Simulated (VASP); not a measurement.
# CdF2 (Fm-3m) in VASP: a series of runs

CdF2 is run at these levels: PBE; tasks: single point.

Everything below comes from runs of VASP 6.6.1. Logs are shortened: lines on timing, memory, paths and dates and some standing lists are left out, and cuts for length are marked.

### Step 1. The cell of the first run

It takes space group Fm-3m (No. 225, cubic). The conventional cell has a = 5.406 Å, b = 5.406 Å, c = 5.406 Å, α = 90.00°, β = 90.00°, γ = 90.00°. Within 3.1 Å of Cd (site symmetry m-3m) lie 8 F at 2.34 Å. Within 3.1 Å of F (site symmetry -43m) lie 4 Cd at 2.34 Å and 6 F at 2.70 Å.

### Step 2. Single point, PBE

Contents of INCAR:

```
  ALGO = Normal
  EDIFF = 1E-6
  ENCUT = 520
  GGA = PE
  ISIF = 2
  ISMEAR = 0
  LASPH = True
  LCHARG = False
  LREAL = False
  LWAVE = False
  NBANDS = 20
  NELM = 60
  PREC = Accurate
  SIGMA = 0.05
```

Contents of KPOINTS:

```
k-points
0
Gamma
  12 12 12
```

Contents of POSCAR:

```
CdF2
1.0
    0.0000000000      2.7029502319      2.7029502319
    2.7029502319      0.0000000000      2.7029502319
    2.7029502319      2.7029502319      0.0000000000
Cd F
1 2
Direct
    0.0000000000      0.0000000000      0.0000000000
    0.2500000000      0.2500000000      0.2500000000
    0.7500000000      0.7500000000      0.7500000000
```

Potentials or basis: VASP PAW PBE potentials, release 64 (Cd, F).

The run is started by

```sh
$ cat potpaw_PBE.64/Cd/POTCAR potpaw_PBE.64/F/POTCAR > POTCAR
$ mpirun -np 1 vasp_std > vasp.out
```

OUTCAR:

```text
EDIFF = 1E-6
   ENCUT = 520
   GGA = PE
   ISIF = 2
   ISMEAR = 0
   LASPH = True
   LREAL = False
   NELM = 60
   PREC = Accurate

 ion  position               nearest neighbor table
   1  0.000  0.000  0.000-   3 2.34   3 2.34   3 2.34   2 2.34   2 2.34   2 2.34   3 2.34   2 2.34

   2  0.250  0.250  0.250-   1 2.34   1 2.34   1 2.34   1 2.34
   3  0.750  0.750  0.750-   1 2.34   1 2.34   1 2.34   1 2.34

  LATTYP: Found a face centered cubic cell.
 ALAT       =     5.4059004638

  Lattice vectors:

 A1 = (   0.0000000000,   2.7029502319,   2.7029502319)
 A2 = (   2.7029502319,   0.0000000000,   2.7029502319)
 A3 = (   2.7029502319,   2.7029502319,   0.0000000000)

Analysis of symmetry for initial positions (statically):
=====================================================================
 Subroutine PRICEL returns:
 Original cell was already a primitive cell.

 Routine SETGRP: Setting up the symmetry group for a
 face centered cubic supercell.

 Subroutine GETGRP returns: Found 48 space group operations
 (whereof 48 operations were pure point group operations)
 out of a pool of 48 trial point group operations.

The static configuration has the point symmetry O_h .

Analysis of symmetry for dynamics (positions and initial velocities):
=====================================================================
 Subroutine PRICEL returns:
 Original cell was already a primitive cell.

 Routine SETGRP: Setting up the symmetry group for a
 face centered cubic supercell.

 Subroutine GETGRP returns: Found 48 space group operations
 (whereof 48 operations were pure point group operations)
 out of a pool of 48 trial point group operations.

The dynamic configuration has the point symmetry O_h .

 Subroutine INISYM returns: Found 48 space group operations
 (whereof 48 operations are pure point group operations),
 and found     1 'primitive' translations

----------------------------------------------------------------------------------------

                                     Primitive cell

  volume of cell :      39.4952

  direct lattice vectors                    reciprocal lattice vectors
     0.000000000  2.702950232  2.702950232    -0.184983058  0.184983058  0.184983058
     2.702950232  0.000000000  2.702950232     0.184983058 -0.184983058  0.184983058
     2.702950232  2.702950232  0.000000000     0.184983058  0.184983058 -0.184983058

  length of vectors
     3.822548876  3.822548876  3.822548876     0.320400055  0.320400055  0.320400055

  position of ions in fractional coordinates (direct lattice)
     0.000000000  0.000000000  0.000000000
     0.250000000  0.250000000  0.250000000
     0.750000000  0.750000000  0.750000000

  ion indices of the primitive-cell ions
   primitive index   ion index
                 1           1
                 2           2
                 3           3

----------------------------------------------------------------------------------------

 KPOINTS: k-points

Automatic generation of k-mesh.
 Grid dimensions read from file:
 generate k-points for:   12   12   12

 Generating k-lattice:

  Cartesian coordinates                     Fractional coordinates (reciprocal lattice)
    -0.015415255  0.015415255  0.015415255     0.083333333  0.000000000  0.000000000
     0.015415255 -0.015415255  0.015415255     0.000000000  0.083333333  0.000000000
     0.015415255  0.015415255 -0.015415255     0.000000000  0.000000000  0.083333333

  Length of vectors
     0.026700005  0.026700005  0.026700005

  Shift w.r.t. Gamma in fractional coordinates (k-lattice)
     0.000000000  0.000000000  0.000000000

 Subroutine IBZKPT returns following result:
 ===========================================

 Found     72 irreducible k-points:

 Following reciprocal coordinates:
            Coordinates               Weight
  0.000000  0.000000  0.000000      1.000000
  0.083333  0.000000  0.000000      8.000000
  0.166667  0.000000  0.000000      8.000000
  0.250000  0.000000  0.000000      8.000000
  0.333333  0.000000  0.000000      8.000000
  0.416667  0.000000  0.000000      8.000000
[... 16 lines left out ...]
  0.500000  0.166667  0.000000     24.000000
 -0.416667  0.166667  0.000000     24.000000
 [... further k-points ...]
   k-points           NKPTS =     72   k-points in BZ     NKDIM =     72   number of bands    NBANDS=     20
   number of dos      NEDOS =    301   number of ions     NIONS =      3
   total plane-waves  NPLWV =  21952
   dimension x,y,z NGX =    28 NGY =   28 NGZ =   28
   dimension x,y,z NGXF=    56 NGYF=   56 NGZF=   56
   ions per type =               1   2
   NGX,Y,Z   is equivalent  to a cutoff of  12.18, 12.18, 12.18 a.u.
   NGXF,Y,Z  is equivalent  to a cutoff of  24.35, 24.35, 24.35 a.u.
 SYSTEM =  unknown system
   PREC   = accura    normal or accurate (medium, high low for compatibility)
   ISTART =      0    job   : 0-new  1-cont  2-samecut
   ICHARG =      2    charge: 1-file 2-atom 10-const
   ISPIN  =      1    spin polarized calculation?
   LNONCOLLINEAR =      F non collinear calculations
   LSORBIT =      F    spin-orbit coupling
   LASPH  =      T    aspherical Exc in radial PAW
   ENCUT  =  520.0 eV  38.22 Ry    6.18 a.u.   7.11  7.11  7.11*2*pi/ulx,y,z
   NELM   =     60;   NELMIN=  2; NELMDL= -5     # of ELM steps
   EDIFF  = 0.1E-05   stopping-criterion for ELM
   LREAL  =      F    real-space projection
   EDIFFG = 0.1E-04   stopping-criterion for IOM
   NSW    =      0    number of steps for IOM
   IBRION =     -1    ionic relax: 0-MD 1-quasi-New 2-CG
   NFREE  =      0    steps in history (QN), initial steepest desc. (CG)
   ISIF   =      2    stress and relaxation
   ISYM   =      2    0-nonsym 1-usesym 2-fastsym
   POTIM  = 0.5000    time-step for ionic-motion
   TEBEG  =    0.0;   TEEND  =   0.0 temperature during run
   PSTRESS=    0.0 pullay stress
   NELECT =      26.0000    total number of electrons
   NUPDOWN=      -1.0000    fix difference up-down
   EMIN   =  10.00;   EMAX   =-10.00  energy-range for DOS
   EFERMI =   0.00;   METHOD = LEGACY
   ISMEAR =     0;   SIGMA  =   0.05  broadening in eV -4-tet -1-fermi 0-gaus
   EFERMI_NEDOS =   21; number of points for ismear=-14 and -15
   IALGO  =     38    algorithm
   IMIX   =      4    mixing-type and parameters
     AMIX     =   0.40;   BMIX     =  1.00
     AMIX_MAG =   1.60;   BMIX_MAG =  1.00
  volume/ion in A,a.u.               =      13.17        88.84
  Fermi-wavevector in a.u.,A,eV,Ry     =   1.424135  2.691225 27.594808  2.028161
  Thomas-Fermi vector in A             =   2.544659
   LORBIT       =      0    0 simple, 1 ext, 2 COOP (PROOUT), +10 PAW based schemes
   GGA     = PE    functional components
   LHFCALC =     F    Hartree Fock is set to
   AEXX    =    0.0000 exact exchange contribution
   IVDW    =     0    specifies the selected vdW correction
   LEPSILON=     F    determine dielectric tensor
   LRPA    =     F    only Hartree local field effects (RPA)
 non-spin polarized calculation
 Gauss-broadening in eV      SIGMA  =   0.05
  energy-cutoff  :      520.00
  volume of cell :       39.50
 maximum number of plane-waves:      1090
   NGX = 15   NGY = 15   NGZ = 15

 number of electron      25.9999983 magnetization

 Free energy of the ion-electron system (eV)
  ---------------------------------------------------
  ext. energy  EPLUGINS =         0.00000000
  ---------------------------------------------------
  free energy    TOTEN  =       -10.87382708 eV

  energy without entropy =      -10.87382708  energy(sigma->0) =      -10.87382708

 E-fermi :  -1.1355     XC(G=0): -10.3581

 val. band max:       -1.3861707265   @ k =  -0.2500   0.5000   0.2500
 cond. band min:       1.6465794303   @ k =   0.0000   0.0000   0.0000
 fundamental gap:      3.0327501568
 Fermi energy:        -1.1354607579

 k-point     1 :       0.0000    0.0000    0.0000
  band No.  band energies     occupation
      1     -22.1362      2.00000
      2     -21.0591      2.00000
      3      -6.9716      2.00000
      4      -6.9716      2.00000
      5      -6.9716      2.00000
      6      -5.8071      2.00000
[... 12 lines left out ...]
     19      18.4397      0.00000
     20      18.4397      0.00000

 k-point     2 :       0.0833    0.0000    0.0000
  band No.  band energies     occupation
      1     -22.1140      2.00000
      2     -21.0780      2.00000
      3      -6.9452      2.00000
      4      -6.9452      2.00000
      5      -6.8987      2.00000
      6      -5.8155      2.00000
[... 12 lines left out ...]
     19      18.2407      0.00000
     20      18.2407      0.00000

 k-point     3 :       0.1667    0.0000    0.0000
  band No.  band energies     occupation
      1     -22.0520      2.00000
      2     -21.1333      2.00000
      3      -6.8742      2.00000
      4      -6.8742      2.00000
      5      -6.6904      2.00000
      6      -5.8325      2.00000
[... 12 lines left out ...]
     19      17.8102      0.00000
     20      17.8102      0.00000

 k-point     4 :       0.2500    0.0000    0.0000
  band No.  band energies     occupation
      1     -21.9564      2.00000
      2     -21.2188      2.00000
      3      -6.7822      2.00000
      4      -6.7822      2.00000
      5      -6.3773      2.00000
      6      -5.8374      2.00000
[... 12 lines left out ...]
     19      17.3709      0.00000
     20      18.0893      0.00000

 k-point     5 :       0.3333    0.0000    0.0000
  band No.  band energies     occupation
      1     -21.8387      2.00000
      2     -21.3242      2.00000
      3      -6.7022      2.00000
      4      -6.7022      2.00000
      5      -6.0135      2.00000
      6      -5.8110      2.00000
[... 12 lines left out ...]
     19      17.0242      0.00000
     20      17.8343      0.00000
[... 353 lines left out ...]
      6      -6.0544      2.00000
[... 12 lines left out ...]
     19      18.3597      0.00000
     20      20.0638      0.00000

 k-point    22 :       0.4167    0.1667    0.0000
  band No.  band energies     occupation
      1     -21.7626      2.00000
      2     -21.3828      2.00000
      3      -6.5791      2.00000
      4      -6.5617      2.00000
      5      -6.0081      2.00000
      6      -5.8369      2.00000
[... 12 lines left out ...]
     19      17.9919      0.00000
     20      20.0308      0.00000

 k-point    23 :       0.5000    0.1667    0.0000
  band No.  band energies     occupation
      1     -21.6515      2.00000
      2     -21.4863      2.00000
      3      -6.5661      2.00000
      4      -6.5186      2.00000
      5      -5.8938      2.00000
      6      -5.7482      2.00000
[... 12 lines left out ...]
     19      17.5622      0.00000
     20      19.9397      0.00000

 k-point    24 :      -0.4167    0.1667    0.0000
  band No.  band energies     occupation
      1     -21.6097      2.00000
      2     -21.5273      2.00000
      3      -6.5782      2.00000
      4      -6.5053      2.00000
      5      -5.8172      2.00000
      6      -5.7917      2.00000
[... 12 lines left out ...]
     19      17.0894      0.00000
     20      19.8917      0.00000

 [... further k-points ...]

------------------------ aborting loop because EDIFF is reached ----------------------------------------

  FORCE on cell =-STRESS in cart. coord.  units (eV):
  Direction    XX          YY          ZZ          XY          YZ          ZX
  --------------------------------------------------------------------------------------
  -------------------------------------------------------------------------------------
  Total        1.2335688      1.2335688      1.2335688     -0.0000000     -0.0000000      0.0000000
  in kB       50.0414420     50.0414420     50.0414420     -0.0000000     -0.0000000      0.0000000
  external PRESSURE =      50.0414420 kB  Pullay stress =       0.0000000 kB

 VOLUME and BASIS-vectors are now :
 -----------------------------------------------------------------------------
  energy-cutoff  :      520.00
  volume of cell :       39.50
      direct lattice vectors                 reciprocal lattice vectors
     0.000000000  2.702950232  2.702950232    -0.184983058  0.184983058  0.184983058
     2.702950232  0.000000000  2.702950232     0.184983058 -0.184983058  0.184983058
     2.702950232  2.702950232  0.000000000     0.184983058  0.184983058 -0.184983058

 POSITION                                       TOTAL-FORCE (eV/Angst)
 -----------------------------------------------------------------------------------
      0.00000      0.00000      0.00000         0.000000     -0.000000      0.000000
      1.35148      1.35148      1.35148        -0.000000     -0.000000      0.000000
      4.05443      4.05443      4.05443         0.000000      0.000000     -0.000000
 -----------------------------------------------------------------------------------
    total drift:                                0.000000      0.000000      0.000000

  FREE ENERGIE OF THE ION-ELECTRON SYSTEM (eV)
  ---------------------------------------------------
  free  energy   TOTEN  =       -10.8738270772 eV

  energy  without entropy=      -10.8738270772  energy(sigma->0) =      -10.87382708
```

Run time: 21 s. Hardware: 1 thread of Intel Xeon 6975P-C (Granite Rapids), shared host; peak memory 0.19 GiB.

What came out:

```
Free energy            : -10.8738 eV
Pressure               : 5.0 GPa
Band gap on the k mesh : 3.03 eV, indirect (least direct gap 3.54 eV)
```

A k mesh can miss the band edges. As with any semilocal functional, this PBE gap is likely too small.

### Step 3. Single point, PBE

Contents of INCAR:

```
PREC     = Accurate       # precision mode
ENCUT    = 520            # plane-wave cutoff, eV
EDIFF    = 1E-6           # SCF threshold, eV
ISMEAR   = 0              # smearing method
SIGMA    = 0.05           # smearing width, eV
LREAL    = False          # projectors in reciprocal space
LASPH    = True           # aspherical terms in the spheres
NELM     = 80             # most SCF steps
ALGO     = Normal         # electronic algorithm
ISIF     = 2              # what is computed and relaxed
LWAVE    = False          # write WAVECAR
LCHARG   = False          # write CHGCAR
GGA      = PE             # functional
NBANDS   = 20             # bands
```

Contents of KPOINTS:

```
Automatic mesh
0
Gamma
  12 12 12
```

Contents of POSCAR:

```
CdF2
1.0
    0.0000000000      2.7036627320      2.7036627320
    2.7036627320      0.0000000000      2.7036627320
    2.7036627320      2.7036627320      0.0000000000
Cd F
1 2
Direct
    0.0000000000      0.0000000000      0.0000000000
    0.2500000000      0.2500000000      0.2500000000
    0.7500000000      0.7500000000      0.7500000000
```

Potentials or basis: VASP PAW PBE potentials, release 64 (Cd, F).

The run is started by

```sh
$ cat potpaw_PBE.64/Cd/POTCAR potpaw_PBE.64/F/POTCAR > POTCAR
$ mpirun -np 1 vasp_std > vasp.out
```

Wall time 22 s (1 thread of Intel Xeon 6975P-C (Granite Rapids), shared host); peak memory 0.18 GiB.

It converged, with:

- Free energy: -10.8748 eV
- Pressure: 4.9 GPa
- Band gap on the k mesh: 3.03 eV, indirect (least direct gap 3.54 eV)

Levels at points of the mesh, in eV from the valence-band top:
| k point | band 9 | band 10 | band 11 | band 12 | band 13 | band 14 | band 15 | band 16 | band 17 | band 18 |
| --- | --- | --- | --- | --- | --- | --- | --- | --- | --- | --- |
| (0.00, 0.00, 0.00) | -0.94 | -0.94 | -0.51 | -0.51 | -0.51 | 3.03 | 12.65 | 12.65 | 12.65 | 17.54 |
| (0.50, 0.00, 0.00) | -2.23 | -1.80 | -1.80 | -0.40 | -0.40 | 7.09 | 9.12 | 14.40 | 14.40 | 18.11 |
| (0.50, 0.50, 0.00) | -2.90 | -2.90 | -0.48 | -0.09 | -0.09 | 7.91 | 9.59 | 11.90 | 14.19 | 14.19 |

A k mesh can miss the band edges.

### Step 4. Single point, PBE

This run uses another cell than the first one, of 13.54 Å³/atom, 1.029 times its volume.

Contents of INCAR:

```
SYSTEM = CdF2
PREC = Accurate
ENCUT = 520
EDIFF = 1E-6
ISMEAR = 0
SIGMA = 0.05
LREAL = .FALSE.
LASPH = .TRUE.
NELM = 80
ALGO = Normal
ISIF = 2
LWAVE = .FALSE.
LCHARG = .FALSE.
GGA = PE
NBANDS = 20
```

Contents of KPOINTS:

```
regular mesh
0
G
  12 12 12
  0 0 0
```

Contents of POSCAR:

```
CdF2
1.0
    0.0000000000      2.7285422344      2.7285422344
    2.7285422344      0.0000000000      2.7285422344
    2.7285422344      2.7285422344      0.0000000000
Cd F
1 2
Direct
    0.0000000000      0.0000000000      0.0000000000
    0.2500000000      0.2500000000      0.2500000000
    0.7500000000      0.7500000000      0.7500000000
```

The run is started by

```sh
$ cat potpaw_PBE.64/Cd/POTCAR potpaw_PBE.64/F/POTCAR > POTCAR
$ mpirun -np 1 vasp_std > vasp.out
```

It took 30 s on 1 thread of Intel Xeon 6975P-C (Granite Rapids), shared host; peak memory 0.2 GiB.

It converged, with:

| Item | Value |
| --- | --- |
| Free energy | -10.9001 eV |
| Pressure | 1.9 GPa |
| Band gap on the k mesh | 2.93 eV, indirect (least direct gap 3.48 eV) |

Levels at points of the mesh, in eV from the valence-band top:
| k point | band 9 | band 10 | band 11 | band 12 | band 13 | band 14 | band 15 | band 16 | band 17 | band 18 |
| --- | --- | --- | --- | --- | --- | --- | --- | --- | --- | --- |
| (0.00, 0.00, 0.00) | -0.88 | -0.88 | -0.54 | -0.54 | -0.54 | 2.93 | 12.52 | 12.52 | 12.52 | 17.29 |
| (0.50, 0.00, 0.00) | -2.11 | -1.70 | -1.70 | -0.42 | -0.42 | 6.88 | 9.03 | 14.16 | 14.16 | 17.92 |
| (0.50, 0.50, 0.00) | -2.76 | -2.76 | -0.43 | -0.08 | -0.08 | 7.69 | 9.44 | 11.84 | 13.94 | 13.94 |

A k mesh can miss the band edges. A hybrid or GW would open this gap; PBE tends to underestimate it.

### Step 5. The runs side by side

```csv
cell,gap on the mesh (eV),pressure (GPa)
"a = 3.823 Å, angles 60.0°, 3 atoms",3.03,5.0
"a = 3.824 Å, angles 60.0°, 3 atoms",3.03,4.9
"a = 3.859 Å, angles 60.0°, 3 atoms",2.93,1.9
```

Alike in all rows: task single point; level PBE; potentials or basis VASP PAW PBE potentials, release 64 (Cd, F); no spin polarisation; k mesh 12 × 12 × 12; cutoff (eV) 520; smearing gaussian 0.05 eV.

Absolute energies hang on the potentials; compare differences alone.
